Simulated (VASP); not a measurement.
# Ge16H (a cell with a defect) in VASP: single point with PBE

Aim: the single point of Ge16H (a cell with a defect) with PBE.

All numbers are computed with VASP 6.6.1; they aren't measurements. Logs are shortened: lines on timing, memory, paths and dates and some standing lists are left out, and cuts for length are marked.

### 1 The cell of the first run

The cell holds a defect, 17 atoms: a = 8.004 Å, b = 8.004 Å, c = 8.004 Å, α = 60.00°, β = 60.00°, γ = 60.00°.

### 2 Single point, PBE

INCAR reads:

```
PREC = Accurate
ENCUT = 520
EDIFF = 1E-6
ISMEAR = -1
SIGMA = 0.05
LREAL = Auto
LASPH = T
NELM = 100
ALGO = Normal
ISIF = 2
LWAVE = F
LCHARG = T
GGA = PE
LELF = T
LVHAR = T
NBANDS = 126
```

KPOINTS reads:

```
Automatic mesh
0
Gamma
  2 2 2
```

POSCAR reads:

```
Ge16H
1.0
    0.0000000000      5.6600000000      5.6600000000
    5.6600000000      0.0000000000      5.6600000000
    5.6600000000      5.6600000000      0.0000000000
Ge H
16 1
Direct
    0.0071594918      0.0062844221      0.0069455223
    0.1294607577      0.1334200988      0.1330789733
    0.0108299035     -0.0214121014      0.5094991499
    0.1350866345      0.1091560053      0.6345872258
    0.0103900241      0.5096042923     -0.0221663501
    0.1345299017      0.6339920004      0.1088597735
   -0.0369399843      0.4626534570      0.4628889333
    0.1079856908      0.6071666848      0.6062285623
    0.5057600634      0.0049098852      0.0044634394
    0.6305450553      0.1301061936      0.1303339591
    0.5073219542      0.0071778779      0.5069722777
    0.6346433262      0.1340964770      0.6281478310
    0.5067715242      0.5067234672      0.0072895795
    0.6342917661      0.6285935774      0.1334030899
    0.4792760515      0.5104062749      0.5098611081
    0.6098358824      0.6348953769      0.6349342798
    0.8788393569      0.3789514107      0.3799994451
```

Potentials or basis: VASP PAW PBE potentials, release 64 (Ge_d, H).

Launch:

```sh
$ cat potpaw_PBE.64/Ge_d/POTCAR potpaw_PBE.64/H/POTCAR > POTCAR
$ mpirun -np 1 vasp_std > vasp.out
```

OUTCAR:

```text
PREC = Accurate
   ENCUT = 520
   EDIFF = 1E-6
   ISMEAR = -1
   LREAL = Auto
   LASPH = T
   NELM = 100
   ISIF = 2
   GGA = PE

 ion  position               nearest neighbor table
   1  0.007  0.006  0.007-   4 2.44   6 2.44   2 2.45  10 2.46
   2  0.129  0.133  0.133-   1 2.45   9 2.46   5 2.47   3 2.47
   3  0.011  0.979  0.509-   8 2.46  12 2.47   2 2.47   4 2.48
   4  0.135  0.109  0.635-   7 2.43  11 2.44   1 2.44   3 2.48
   5  0.010  0.510  0.978-   8 2.46  14 2.47   2 2.47   6 2.48
   6  0.135  0.634  0.109-   7 2.43  13 2.44   1 2.44   5 2.48
   7  0.963  0.463  0.463-  17 1.64  16 2.43   4 2.43   6 2.43   8 2.83
   8  0.108  0.607  0.606-  15 2.46   5 2.46   3 2.46   7 2.83
   9  0.506  0.005  0.004-  10 2.46   2 2.46  14 2.46  12 2.46
  10  0.631  0.130  0.130-   9 2.46   1 2.46  13 2.46  11 2.46
  11  0.507  0.007  0.507-  16 2.44   4 2.44  12 2.45  10 2.46
  12  0.635  0.134  0.628-  11 2.45   9 2.46   3 2.47  15 2.47
  13  0.507  0.507  0.007-  16 2.44   6 2.44  14 2.45  10 2.46
  14  0.634  0.629  0.133-  13 2.45   9 2.46   5 2.47  15 2.47
  15  0.479  0.510  0.510-   8 2.46  12 2.47  14 2.47  16 2.48
  16  0.610  0.635  0.635-   7 2.43  11 2.44  13 2.44  15 2.48
  17  0.879  0.379  0.380-   7 1.64

  LATTYP: Found a face centered cubic cell.
 ALAT       =    11.3200000000

  Lattice vectors:

 A1 = (   0.0000000000,   5.6600000000,   5.6600000000)
 A2 = (   5.6600000000,   0.0000000000,   5.6600000000)
 A3 = (   5.6600000000,   5.6600000000,   0.0000000000)

Analysis of symmetry for initial positions (statically):
=====================================================================
 Subroutine PRICEL returns:
 Original cell was already a primitive cell.

 Routine SETGRP: Setting up the symmetry group for a
 face centered cubic supercell.

 Subroutine GETGRP returns: Found  1 space group operations
 (whereof  1 operations were pure point group operations)
 out of a pool of 48 trial point group operations.

The static configuration has the point symmetry C_1 .

Analysis of symmetry for dynamics (positions and initial velocities):
=====================================================================
 Subroutine PRICEL returns:
 Original cell was already a primitive cell.

 Routine SETGRP: Setting up the symmetry group for a
 face centered cubic supercell.

 Subroutine GETGRP returns: Found  1 space group operations
 (whereof  1 operations were pure point group operations)
 out of a pool of 48 trial point group operations.

The dynamic configuration has the point symmetry C_1 .

[... 116 lines left out ...]
   NFREE  =      0    steps in history (QN), initial steepest desc. (CG)
   ISIF   =      2    stress and relaxation
   ISYM   =      2    0-nonsym 1-usesym 2-fastsym
   POTIM  = 0.5000    time-step for ionic-motion
   TEBEG  =    0.0;   TEEND  =   0.0 temperature during run
   PSTRESS=    0.0 pullay stress
   NELECT =     225.0000    total number of electrons
   NUPDOWN=      -1.0000    fix difference up-down
   EMIN   =  10.00;   EMAX   =-10.00  energy-range for DOS
   EFERMI =   0.00;   METHOD = LEGACY
   ISMEAR =    -1;   SIGMA  =   0.05  broadening in eV -4-tet -1-fermi 0-gaus
   EFERMI_NEDOS =   21; number of points for ismear=-14 and -15
   IALGO  =     38    algorithm
   IMIX   =      4    mixing-type and parameters
     AMIX     =   0.40;   BMIX     =  1.00
     AMIX_MAG =   1.60;   BMIX_MAG =  1.00
  volume/ion in A,a.u.               =      21.33       143.96
  Fermi-wavevector in a.u.,A,eV,Ry     =   1.396291  2.638607 26.526303  1.949628
  Thomas-Fermi vector in A             =   2.519659
   LORBIT       =      0    0 simple, 1 ext, 2 COOP (PROOUT), +10 PAW based schemes
   GGA     = PE    functional components
   LHFCALC =     F    Hartree Fock is set to
   AEXX    =    0.0000 exact exchange contribution
   IVDW    =     0    specifies the selected vdW correction
   LEPSILON=     F    determine dielectric tensor
   LRPA    =     F    only Hartree local field effects (RPA)
 non-spin polarized calculation
  energy-cutoff  :      520.00
  volume of cell :      362.64
 maximum number of plane-waves:      9841
 NGX is ok and might be reduce to    60
   NGX = 29   NGY = 29   NGZ = 29

 number of electron     225.0000000 magnetization

 Free energy of the ion-electron system (eV)
  ---------------------------------------------------
  ext. energy  EPLUGINS =         0.00000000
  ---------------------------------------------------
  free energy    TOTEN  =       -72.14899453 eV

  energy without entropy =      -72.10965392  energy(sigma->0) =      -72.12932422

 E-fermi :   4.7800     XC(G=0):  -9.9735

 val. band max:        4.7543927076   @ k =   0.0000   0.0000   0.5000
 cond. band min:       4.8870254777   @ k =   0.0000   0.0000   0.0000
 fundamental gap:      0.1326327700
 Fermi energy:         4.7800485987

 k-point     1 :       0.0000    0.0000    0.0000
  band No.  band energies     occupation
      1     -19.9113      2.00000
      2     -19.9109      2.00000
      3     -19.9032      2.00000
      4     -19.8878      2.00000
      5     -19.8806      2.00000
      6     -19.8803      2.00000
[... 1005 lines left out ...]
    123       9.1371      0.00000
    124       9.1884      0.00000
 [bands above 124 left out]

------------------------ aborting loop because EDIFF is reached ----------------------------------------

  FORCE on cell =-STRESS in cart. coord.  units (eV):
  Direction    XX          YY          ZZ          XY          YZ          ZX
  --------------------------------------------------------------------------------------
  -------------------------------------------------------------------------------------
  Total        8.6647802      8.6797619      8.7139941     -0.3323687     -0.2835439     -0.2977101
  in kB       38.2814908     38.3476811     38.4989209     -1.4684238     -1.2527132     -1.3153003
  external PRESSURE =      38.3760310 kB  Pullay stress =       0.0000000 kB

 VOLUME and BASIS-vectors are now :
 -----------------------------------------------------------------------------
  energy-cutoff  :      520.00
  volume of cell :      362.64
      direct lattice vectors                 reciprocal lattice vectors
     0.000000000  5.660000000  5.660000000    -0.088339223  0.088339223  0.088339223
     5.660000000  0.000000000  5.660000000     0.088339223 -0.088339223  0.088339223
     5.660000000  5.660000000  0.000000000     0.088339223  0.088339223 -0.088339223

 POSITION                                       TOTAL-FORCE (eV/Angst)
 -----------------------------------------------------------------------------------
      0.07488      0.07983      0.07609         0.010636      0.003060      0.009076
      1.50838      1.48597      1.48791        -0.017070     -0.025452     -0.039776
      8.42257      2.94506      5.60010         0.049100      0.028937      0.055331
      4.20959      4.35635      1.38241        -0.014821     -0.018254     -0.016574
      8.41890      5.59335      2.94317         0.047393      0.049620      0.029043
      4.20454      1.37759      4.34983         0.000455     -0.000811     -0.005966
[... 9 lines left out ...]
      7.18724      7.04540      7.04518        -0.024981     -0.023059     -0.023618
      4.29566      7.12503      7.11910         0.014159      0.016261      0.020004
 -----------------------------------------------------------------------------------
    total drift:                                0.002303      0.002489      0.002598

  FREE ENERGIE OF THE ION-ELECTRON SYSTEM (eV)
  ---------------------------------------------------
  free  energy   TOTEN  =       -72.1489945272 eV

  energy  without entropy=      -72.1096539159  energy(sigma->0) =      -72.12932422
```

Run time: 29 min. Hardware: 1 thread of Intel Xeon 8259CL, shared host; peak memory 0.62 GiB.

What came out:

- Free energy: -72.1490 eV
- Pressure: 3.8 GPa
- Largest force: 0.118 eV/Å
- Band gap on the k mesh: zero (an odd number of electrons rules out a gap without spin polarisation)

Forces on the atoms (eV/Å):
```
Ge   0.011  0.003  0.009
Ge  -0.017 -0.025 -0.040
Ge   0.049  0.029  0.055
Ge  -0.015 -0.018 -0.017
Ge   0.047  0.050  0.029
Ge   0.000 -0.001 -0.006
Ge   0.003  0.005  0.013
Ge  -0.066 -0.068 -0.070
Ge   0.041  0.040  0.039
Ge  -0.022 -0.021 -0.021
Ge  -0.004  0.000  0.008
Ge  -0.023 -0.030 -0.020
Ge  -0.002  0.009  0.008
Ge  -0.019 -0.019 -0.040
Ge   0.027  0.053  0.057
Ge  -0.025 -0.023 -0.024
H    0.014  0.016  0.020
```

Stress tensor (GPa, compression positive):
```
 3.83 -0.15 -0.13
-0.15  3.83 -0.13
-0.13 -0.13  3.85
```

Caveat: the k points lie up to 0.48 Å⁻¹ apart, too coarse for converged energies and pressures of a metal.

The gap in the log of VASP goes by the Fermi energy; the results here count the filled bands.